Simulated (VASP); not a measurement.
# BeNi (Pm-3m) in VASP: notebook

The runs below take BeNi through single point, with LDA.

Everything below comes from runs of VASP 6.6.1. Logs are shortened: lines on timing, memory, paths and dates and some standing lists are left out, and cuts for length are marked.

## Step 1: The cell of the first run

Symmetry: Pm-3m, No. 221, cubic system. The conventional cell has a = 2.587 Å, b = 2.587 Å, c = 2.587 Å, α = 90.00°, β = 90.00°, γ = 90.00°. Within 3.0 Å of Be (site symmetry m-3m) lie 8 Ni at 2.24 Å and 6 Be at 2.59 Å. Ni (site symmetry m-3m) has 8 Be at 2.24 Å and 6 Ni at 2.59 Å within 3.0 Å.

## Step 2: Single point, LDA, collinear spin, ferromagnetic start

INCAR

```
PREC = Accurate ; ENCUT = 520
EDIFF = 1E-6 ; ISMEAR = -1
SIGMA = 0.15 ; LREAL = F
LASPH = T ; NELM = 150
ALGO = Normal ; ISIF = 2
LWAVE = F ; LCHARG = T
ISPIN = 2 ; MAGMOM = 0 1
LORBIT = 11 ; LMAXMIX = 4
GGA = CA ; LELF = T
LVHAR = T ; NBANDS = 17
```

KPOINTS

```
regular mesh
0
Gamma
  3 3 3
```

POSCAR

```
BeNi
1.0
    2.5869995900      0.0000000000      0.0000000000
    0.0000000000      2.5869995900      0.0000000000
    0.0000000000      0.0000000000      2.5869995900
Be Ni
1 1
Direct
    0.0000000000      0.0000000000      0.0000000000
    0.5000000000      0.5000000000      0.5000000000
```

Potentials or basis: VASP PAW LDA potentials, release 64 (Be, Ni).

On the command line:

```sh
$ cat potpaw_LDA.64/Be/POTCAR potpaw_LDA.64/Ni/POTCAR > POTCAR
$ mpirun -np 1 vasp_std > vasp.out
```

OUTCAR:

```text
PREC = Accurate
   ENCUT = 520
   EDIFF = 1E-6
   ISMEAR = -1
   LREAL = F
   LASPH = T
   NELM = 150
   ISIF = 2
   ISPIN = 2
   LORBIT = 11
   GGA = CA

 ion  position               nearest neighbor table
   1  0.000  0.000  0.000-   2 2.24   2 2.24   2 2.24   2 2.24   2 2.24   2 2.24   2 2.24   2 2.24

   2  0.500  0.500  0.500-   1 2.24   1 2.24   1 2.24   1 2.24   1 2.24   1 2.24   1 2.24   1 2.24

  LATTYP: Found a simple cubic cell.
 ALAT       =     2.5869995900

  Lattice vectors:

 A1 = (   2.5869995900,   0.0000000000,   0.0000000000)
 A2 = (   0.0000000000,   2.5869995900,   0.0000000000)
 A3 = (   0.0000000000,   0.0000000000,   2.5869995900)

Analysis of symmetry for initial positions (statically):
=====================================================================
 Subroutine PRICEL returns:
 Original cell was already a primitive cell.

 Routine SETGRP: Setting up the symmetry group for a
 simple cubic supercell.

 Subroutine GETGRP returns: Found 48 space group operations
[... 9 lines left out ...]

 Routine SETGRP: Setting up the symmetry group for a
 simple cubic supercell.

 Subroutine GETGRP returns: Found 48 space group operations
 (whereof 48 operations were pure point group operations)
 out of a pool of 48 trial point group operations.

The dynamic configuration has the point symmetry O_h .

Analysis of structural, dynamic, and magnetic symmetry:
=====================================================================
 Subroutine PRICEL returns:
 Original cell was already a primitive cell.

 Routine SETGRP: Setting up the symmetry group for a
 simple cubic supercell.

 Subroutine GETGRP returns: Found 48 space group operations
 (whereof 48 operations were pure point group operations)
 out of a pool of 48 trial point group operations.

The overall configuration has the point symmetry O_h .

 Subroutine INISYM returns: Found 48 space group operations
[... 5 lines left out ...]
                                     Primitive cell

  volume of cell :      17.3137

  direct lattice vectors                    reciprocal lattice vectors
     2.586999590  0.000000000  0.000000000     0.386548187  0.000000000  0.000000000
     0.000000000  2.586999590  0.000000000     0.000000000  0.386548187  0.000000000
     0.000000000  0.000000000  2.586999590     0.000000000  0.000000000  0.386548187
[... 83 lines left out ...]
     AMIX_MAG =   1.60;   BMIX_MAG =  1.00
  volume/ion in A,a.u.               =       8.66        58.42
  Fermi-wavevector in a.u.,A,eV,Ry     =   1.448790  2.737817 28.558541  2.098994
  Thomas-Fermi vector in A             =   2.566591
   LORBIT       =     11    0 simple, 1 ext, 2 COOP (PROOUT), +10 PAW based schemes
   GGA     = CA    functional components
   LHFCALC =     F    Hartree Fock is set to
   AEXX    =    0.0000 exact exchange contribution
   IVDW    =     0    specifies the selected vdW correction
   LEPSILON=     F    determine dielectric tensor
   LRPA    =     F    only Hartree local field effects (RPA)
 spin polarized calculation
  energy-cutoff  :      520.00
  volume of cell :       17.31
 maximum number of plane-waves:       467
 NGX is ok and might be reduce to    20
   NGX =  9   NGY =  9   NGZ =  9

 number of electron      12.0000017 magnetization       0.0000571

 number of electron      12.0000017 magnetization      -0.0000450

 Free energy of the ion-electron system (eV)
  ---------------------------------------------------
  ext. energy  EPLUGINS =         0.00000000
  ---------------------------------------------------
  free energy    TOTEN  =       -12.00066254 eV

  energy without entropy =      -11.99691484  energy(sigma->0) =      -11.99878869

 E-fermi :   8.9977     XC(G=0): -12.7324

 val. band max:        8.0926775120   @ k =   0.3333   0.3333   0.3333
 cond. band min:       9.9542652725   @ k =   0.3333   0.3333   0.0000
 fundamental gap:      1.8615877605
 Fermi energy:         8.9976865431

 spin component 1

 k-point     1 :       0.0000    0.0000    0.0000
  band No.  band energies     occupation
      1      -1.3734      1.00000
      2       5.3879      1.00000
      3       5.3879      1.00000
      4       7.7523      0.99975
      5       7.7523      0.99975
      6       7.7523      0.99975
[... 56 lines left out ...]
      3       5.1574      1.00000
      4       7.3465      0.99998
      5       7.3465      0.99998
      6       8.0927      0.99761
[... 9 lines left out ...]
     16      42.5962      0.00000
     17      46.5050      0.00000
 Fermi energy:         8.9976865431

 spin component 2

 k-point     1 :       0.0000    0.0000    0.0000
  band No.  band energies     occupation
      1      -1.3734      1.00000
      2       5.3879      1.00000
      3       5.3879      1.00000
      4       7.7522      0.99975
      5       7.7522      0.99975
      6       7.7522      0.99975
[... 57 lines left out ...]
      4       7.3464      0.99998
      5       7.3464      0.99998
      6       8.0926      0.99761
[... 9 lines left out ...]
     16      42.5961      0.00000
     17      46.5050      0.00000

------------------------ aborting loop because EDIFF is reached ----------------------------------------

  FORCE on cell =-STRESS in cart. coord.  units (eV):
  Direction    XX          YY          ZZ          XY          YZ          ZX
  --------------------------------------------------------------------------------------
  -------------------------------------------------------------------------------------
  Total       -0.9627788     -0.9627788     -0.9627788      0.0000000     -0.0000000      0.0000000
  in kB      -89.0939106    -89.0939106    -89.0939106      0.0000000     -0.0000000      0.0000000
  external PRESSURE =     -89.0939106 kB  Pullay stress =       0.0000000 kB

 VOLUME and BASIS-vectors are now :
 -----------------------------------------------------------------------------
  energy-cutoff  :      520.00
  volume of cell :       17.31
      direct lattice vectors                 reciprocal lattice vectors
     2.586999590  0.000000000  0.000000000     0.386548187  0.000000000  0.000000000
     0.000000000  2.586999590  0.000000000     0.000000000  0.386548187  0.000000000
     0.000000000  0.000000000  2.586999590     0.000000000  0.000000000  0.386548187

 POSITION                                       TOTAL-FORCE (eV/Angst)
 -----------------------------------------------------------------------------------
      0.00000      0.00000      0.00000         0.000000      0.000000      0.000000
      1.29350      1.29350      1.29350         0.000000      0.000000      0.000000
 -----------------------------------------------------------------------------------
    total drift:                               -0.000000      0.000000     -0.000000

  FREE ENERGIE OF THE ION-ELECTRON SYSTEM (eV)
  ---------------------------------------------------
  free  energy   TOTEN  =       -12.0006625359 eV

  energy  without entropy=      -11.9969148379  energy(sigma->0) =      -11.99878869

 total charge

# of ion       s       p       d       tot
------------------------------------------
    1        0.429   0.683   0.000   1.112
    2        0.549   0.607   8.456   9.612
--------------------------------------------------
tot          0.977   1.291   8.456  10.724

 magnetization (x)

# of ion       s       p       d       tot
------------------------------------------
    1       -0.000  -0.000   0.000  -0.000
    2        0.000   0.000  -0.000  -0.000
--------------------------------------------------
tot          0.000  -0.000  -0.000  -0.000
```

It took 5.7 s on 1 thread of Intel Xeon 8259CL, shared host; peak memory 0.12 GiB.

What came out:

```yaml
Free_energy: -12.0007 eV
Pressure: -8.9 GPa
Band_gap_on_the_k_mesh: 1.86 eV, indirect (least direct gap 2.36 eV)
Net_moment: 0.00 μB per cell
Valence_electrons_inside_the_program's_atomic_spheres: Be 1.11; Ni 9.61
```

Levels at points of the mesh, in eV from the valence-band top:
Spin up:
```
           k point  band 3  band 4  band 5  band 6  band 7  band 8  band 9  band 10
(0.00, 0.00, 0.00)   -2.70   -0.34   -0.34   -0.34    7.80    7.80    7.80    15.39
```
Spin down:
| k point | band 4 | band 5 | band 6 | band 7 | band 8 | band 9 |
| --- | --- | --- | --- | --- | --- | --- |
| (0.00, 0.00, 0.00) | -0.34 | -0.34 | -0.34 | 7.80 | 7.80 | 7.80 |

Caveat: the k points lie up to 0.81 Å⁻¹ apart. A k mesh can miss the band edges.

## Step 3: Single point, LDA, collinear spin, ferromagnetic start

INCAR

```
SYSTEM = BeNi
ALGO = Normal
EDIFF = 1E-7
ENCUT = 520
ISIF = 2
ISMEAR = -1
ISPIN = 2
LASPH = .True.
LCHARG = .False.
LMAXMIX = 4
LORBIT = 11
LREAL = .False.
LWAVE = .False.
MAGMOM = 0 1
NBANDS = 17
NELM = 150
PREC = Accurate
SIGMA = 0.15
```

KPOINTS

```
k-points
0
Gamma
  4 4 4
  0 0 0
```

POSCAR is that of step 2.

Potentials or basis: VASP PAW LDA potentials, release 64 (Be, Ni).

On the command line:

```sh
$ cat potpaw_LDA.64/Be/POTCAR potpaw_LDA.64/Ni/POTCAR > POTCAR
$ mpirun -np 1 vasp_std > vasp.out
```

Run time: 9.5 s. Hardware: 1 thread of Intel Xeon 8259CL, shared host; peak memory 0.12 GiB.

Results (log left out):

| Property | Result |
| --- | --- |
| Free energy | -11.7358 eV |
| Pressure | -4.8 GPa |
| Band gap on the k mesh | zero (filled and empty bands overlap) |
| Net moment | 0.00 μB per cell |
| Valence electrons inside the program's atomic spheres | Be 1.15; Ni 9.58 |

Levels at points of the mesh, in eV from the Fermi level:
Spin up:
| k point | band 3 | band 4 | band 5 | band 6 | band 7 | band 8 | band 9 | band 10 |
| --- | --- | --- | --- | --- | --- | --- | --- | --- |
| (0.00, 0.00, 0.00) | -3.59 | -1.27 | -1.27 | -1.27 | 7.02 | 7.02 | 7.02 | 14.57 |
| (0.50, 0.00, 0.00) | -3.17 | -2.32 | -2.32 | -1.18 | 0.07 | 11.71 | 11.71 | 15.30 |
| (0.50, 0.50, 0.00) | -2.01 | -2.01 | -1.92 | -1.92 | -0.69 | 5.07 | 6.19 | 12.00 |
| (0.50, 0.50, 0.50) | -4.62 | -0.64 | -0.64 | 5.83 | 5.83 | 5.83 | 6.25 | 6.25 |
Spin down:
| k point | band 4 | band 5 | band 6 | band 7 | band 8 | band 9 |
| --- | --- | --- | --- | --- | --- | --- |
| (0.00, 0.00, 0.00) | -1.27 | -1.27 | -1.27 | 7.02 | 7.02 | 7.02 |
| (0.50, 0.00, 0.00) | -2.32 | -2.32 | -1.18 | 0.07 | 11.71 | 11.71 |
| (0.50, 0.50, 0.00) | -2.01 | -1.92 | -1.92 | -0.69 | 5.07 | 6.19 |
| (0.50, 0.50, 0.50) | -0.64 | -0.64 | 5.83 | 5.83 | 5.83 | 6.25 |

Caveat: the k points lie up to 0.61 Å⁻¹ apart.
